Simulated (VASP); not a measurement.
# CdS (r.bp) (F-43m) in VASP: single point with PBEsol

Aim: the single point of CdS (r.bp) with PBEsol.

Everything below comes from runs of VASP 6.6.1. Logs are shortened: lines on timing, memory, paths and dates and some standing lists are left out, and cuts for length are marked.

## Step 1: The cell of the first run

It takes space group F-43m (No. 216, cubic). The conventional cell has a = 5.852 Å, b = 5.852 Å, c = 5.852 Å, α = 90.00°, β = 90.00°, γ = 90.00°. Cd (site symmetry -43m) has 4 S at 2.53 Å within 3.3 Å. Within 3.3 Å of S (site symmetry -43m) lie 4 Cd at 2.53 Å.

## Step 2: Single point, PBEsol

Input file INCAR:

```
SYSTEM = CdS
PREC = Accurate
ENCUT = 500
EDIFF = 1E-6
ISMEAR = 0
SIGMA = 0.02
LREAL = .False.
LASPH = .True.
NELM = 120
ALGO = Normal
ISIF = 2
LWAVE = .False.
LCHARG = .False.
GGA = PS
NBANDS = 16
GGA_COMPAT = .False.
```

Input file KPOINTS:

```
regular mesh
0
Gamma
  8 8 8
  0 0 0
```

Input file POSCAR:

```
CdS
1.0
    0.0000000000      2.9259888470      2.9259888470
    2.9259888470      0.0000000000      2.9259888470
    2.9259888470      2.9259888470      0.0000000000
Cd S
1 1
Direct
    0.0000000000      0.0000000000      0.0000000000
    0.2500000000      0.2500000000      0.2500000000
```

Potentials or basis: VASP PAW PBE potentials, release 64 (Cd, S).

Launch:

```sh
> cat potpaw_PBE.64/Cd/POTCAR potpaw_PBE.64/S/POTCAR > POTCAR
> mpirun -np 1 vasp_std > vasp.out
```

OUTCAR:

```text
SYSTEM = CdS
   PREC = Accurate
   ENCUT = 500
   EDIFF = 1E-6
   ISMEAR = 0
   LREAL = .False.
   LASPH = .True.
   NELM = 120
   ISIF = 2
   GGA = PS

 ion  position               nearest neighbor table
   1  0.000  0.000  0.000-   2 2.53   2 2.53   2 2.53   2 2.53
   2  0.250  0.250  0.250-   1 2.53   1 2.53   1 2.53   1 2.53

  LATTYP: Found a face centered cubic cell.
 ALAT       =     5.8519776940

  Lattice vectors:

 A1 = (   0.0000000000,   2.9259888470,   2.9259888470)
 A2 = (   2.9259888470,   0.0000000000,   2.9259888470)
 A3 = (   2.9259888470,   2.9259888470,   0.0000000000)

Analysis of symmetry for initial positions (statically):
=====================================================================
 Subroutine PRICEL returns:
 Original cell was already a primitive cell.

 Routine SETGRP: Setting up the symmetry group for a
 face centered cubic supercell.

 Subroutine GETGRP returns: Found 24 space group operations
 (whereof 24 operations were pure point group operations)
 out of a pool of 48 trial point group operations.

The static configuration has the point symmetry T_d .

Analysis of symmetry for dynamics (positions and initial velocities):
=====================================================================
 Subroutine PRICEL returns:
 Original cell was already a primitive cell.

 Routine SETGRP: Setting up the symmetry group for a
 face centered cubic supercell.

 Subroutine GETGRP returns: Found 24 space group operations
 (whereof 24 operations were pure point group operations)
 out of a pool of 48 trial point group operations.

The dynamic configuration has the point symmetry T_d .

 Subroutine INISYM returns: Found 24 space group operations
 (whereof 24 operations are pure point group operations),
 and found     1 'primitive' translations

----------------------------------------------------------------------------------------

                                     Primitive cell

  volume of cell :      50.1012

  direct lattice vectors                    reciprocal lattice vectors
     0.000000000  2.925988847  2.925988847    -0.170882401  0.170882401  0.170882401
     2.925988847  0.000000000  2.925988847     0.170882401 -0.170882401  0.170882401
     2.925988847  2.925988847  0.000000000     0.170882401  0.170882401 -0.170882401
[... 74 lines left out ...]
 SYSTEM =  CdS
   PREC   = accura    normal or accurate (medium, high low for compatibility)
   ISTART =      0    job   : 0-new  1-cont  2-samecut
   ICHARG =      2    charge: 1-file 2-atom 10-const
   ISPIN  =      1    spin polarized calculation?
   LNONCOLLINEAR =      F non collinear calculations
   LSORBIT =      F    spin-orbit coupling
   LASPH  =      T    aspherical Exc in radial PAW
   ENCUT  =  500.0 eV  36.75 Ry    6.06 a.u.   7.54  7.54  7.54*2*pi/ulx,y,z
   NELM   =    120;   NELMIN=  2; NELMDL= -5     # of ELM steps
   EDIFF  = 0.1E-05   stopping-criterion for ELM
   LREAL  =      F    real-space projection
   EDIFFG = 0.1E-04   stopping-criterion for IOM
   NSW    =      0    number of steps for IOM
   IBRION =     -1    ionic relax: 0-MD 1-quasi-New 2-CG
   NFREE  =      0    steps in history (QN), initial steepest desc. (CG)
   ISIF   =      2    stress and relaxation
   ISYM   =      2    0-nonsym 1-usesym 2-fastsym
   POTIM  = 0.5000    time-step for ionic-motion
   TEBEG  =    0.0;   TEEND  =   0.0 temperature during run
   PSTRESS=    0.0 pullay stress
   NELECT =      18.0000    total number of electrons
   NUPDOWN=      -1.0000    fix difference up-down
   EMIN   =  10.00;   EMAX   =-10.00  energy-range for DOS
   EFERMI =   0.00;   METHOD = LEGACY
   ISMEAR =     0;   SIGMA  =   0.02  broadening in eV -4-tet -1-fermi 0-gaus
   EFERMI_NEDOS =   21; number of points for ismear=-14 and -15
   IALGO  =     38    algorithm
   IMIX   =      4    mixing-type and parameters
     AMIX     =   0.40;   BMIX     =  1.00
     AMIX_MAG =   1.60;   BMIX_MAG =  1.00
  volume/ion in A,a.u.               =      25.05       169.05
  Fermi-wavevector in a.u.,A,eV,Ry     =   1.163812  2.199287 18.428539  1.354459
  Thomas-Fermi vector in A             =   2.300358
   LORBIT       =      0    0 simple, 1 ext, 2 COOP (PROOUT), +10 PAW based schemes
   GGA     = PS    functional components
   LHFCALC =     F    Hartree Fock is set to
   AEXX    =    0.0000 exact exchange contribution
   IVDW    =     0    specifies the selected vdW correction
   LEPSILON=     F    determine dielectric tensor
   LRPA    =     F    only Hartree local field effects (RPA)
 non-spin polarized calculation
 Gauss-broadening in eV      SIGMA  =   0.02
  energy-cutoff  :      500.00
  volume of cell :       50.10
 maximum number of plane-waves:      1287
   NGX = 15   NGY = 15   NGZ = 15

 number of electron      17.9999998 magnetization

 Free energy of the ion-electron system (eV)
  ---------------------------------------------------
  ext. energy  EPLUGINS =         0.00000000
  ---------------------------------------------------
  free energy    TOTEN  =        -6.81298049 eV

  energy without entropy =       -6.81298049  energy(sigma->0) =       -6.81298049

 E-fermi :   1.2161     XC(G=0):  -9.3325

 val. band max:        1.1288766428   @ k =   0.0000   0.0000   0.0000
 cond. band min:       2.1164283272   @ k =   0.0000   0.0000   0.0000
 fundamental gap:      0.9875516844
 Fermi energy:         1.2161113215

 k-point     1 :       0.0000    0.0000    0.0000
  band No.  band energies     occupation
      1     -11.1957      2.00000
      2      -6.5644      2.00000
      3      -6.5644      2.00000
      4      -6.5644      2.00000
      5      -6.0895      2.00000
      6      -6.0895      2.00000
[... 433 lines left out ...]
      3      -6.3649      2.00000
      4      -6.1162      2.00000
      5      -6.0635      2.00000
      6      -5.6040      2.00000
[... 8 lines left out ...]
     15      13.2892      0.00000
     16      14.2163      0.00000

 [... further k-points ...]
[... 5 lines left out ...]
  --------------------------------------------------------------------------------------
  -------------------------------------------------------------------------------------
  Total       -0.1506161     -0.1506161     -0.1506161     -0.0000000      0.0000000     -0.0000000
  in kB       -4.8165266     -4.8165266     -4.8165266     -0.0000000      0.0000000     -0.0000000
  external PRESSURE =      -4.8165266 kB  Pullay stress =       0.0000000 kB

 VOLUME and BASIS-vectors are now :
 -----------------------------------------------------------------------------
  energy-cutoff  :      500.00
  volume of cell :       50.10
      direct lattice vectors                 reciprocal lattice vectors
     0.000000000  2.925988847  2.925988847    -0.170882401  0.170882401  0.170882401
     2.925988847  0.000000000  2.925988847     0.170882401 -0.170882401  0.170882401
     2.925988847  2.925988847  0.000000000     0.170882401  0.170882401 -0.170882401

 POSITION                                       TOTAL-FORCE (eV/Angst)
 -----------------------------------------------------------------------------------
      0.00000      0.00000      0.00000        -0.000000     -0.000000     -0.000000
      1.46299      1.46299      1.46299         0.000000      0.000000      0.000000
 -----------------------------------------------------------------------------------
    total drift:                                0.000000      0.000000      0.000000

  FREE ENERGIE OF THE ION-ELECTRON SYSTEM (eV)
  ---------------------------------------------------
  free  energy   TOTEN  =        -6.8129804860 eV

  energy  without entropy=       -6.8129804860  energy(sigma->0) =       -6.81298049
```

OSZICAR:

```text
N       E                     dE             d eps       ncg     rms          rms(c)
DAV:   1     0.105193828851E+03    0.10519E+03   -0.87122E+03   952   0.991E+02
DAV:   2    -0.316406040046E+01   -0.10836E+03   -0.10275E+03  1128   0.250E+02
DAV:   3    -0.728779248425E+01   -0.41237E+01   -0.41159E+01  1176   0.507E+01
DAV:   4    -0.731274456251E+01   -0.24952E-01   -0.24950E-01  1152   0.383E+00
DAV:   5    -0.731307834709E+01   -0.33378E-03   -0.33378E-03  1168   0.417E-01    0.762E+00
DAV:   6    -0.683520356572E+01    0.47787E+00   -0.79528E-01  1408   0.121E+01    0.617E+00
DAV:   7    -0.681555841333E+01    0.19645E-01   -0.16080E-01  1152   0.284E+00    0.296E+00
DAV:   8    -0.681313250587E+01    0.24259E-02   -0.16376E-02  1112   0.160E+00    0.244E-01
DAV:   9    -0.681290037816E+01    0.23213E-03   -0.19764E-03  1144   0.664E-01    0.536E-02
DAV:  10    -0.681293980438E+01   -0.39426E-04   -0.19557E-04  1144   0.161E-01    0.592E-02
DAV:  11    -0.681298382493E+01   -0.44021E-04   -0.71666E-05  1128   0.759E-02    0.211E-02
DAV:  12    -0.681297987875E+01    0.39462E-05   -0.14269E-05  1232   0.460E-02    0.804E-03
DAV:  13    -0.681298048597E+01   -0.60722E-06   -0.23299E-06  1056   0.867E-03
   1 F= -.68129805E+01 E0= -.68129805E+01  d E =-.361366E-12
```

Run time: 31 s. Hardware: 1 thread of Intel Xeon 8259CL, shared host; peak memory 0.18 GiB.

Results:

- Free energy: -6.8130 eV
- Pressure: -0.5 GPa
- Band gap on the k mesh: 0.99 eV, direct

Levels at points of the mesh, in eV from the valence-band top:
| k point | band 5 | band 6 | band 7 | band 8 | band 9 | band 10 | band 11 | band 12 | band 13 | band 14 |
| --- | --- | --- | --- | --- | --- | --- | --- | --- | --- | --- |
| (0.00, 0.00, 0.00) | -7.22 | -7.22 | 0.00 | 0.00 | 0.00 | 0.99 | 6.45 | 6.45 | 6.45 | 11.15 |
| (0.50, 0.00, 0.00) | -7.18 | -6.85 | -4.42 | -0.75 | -0.75 | 2.88 | 6.91 | 6.91 | 7.30 | 10.85 |
| (0.50, 0.50, 0.00) | -7.13 | -6.78 | -3.97 | -1.88 | -1.88 | 3.41 | 4.24 | 9.04 | 10.61 | 10.61 |

Caveat: the PAW data sets were made with another functional, which shifts forces and pressure a little.
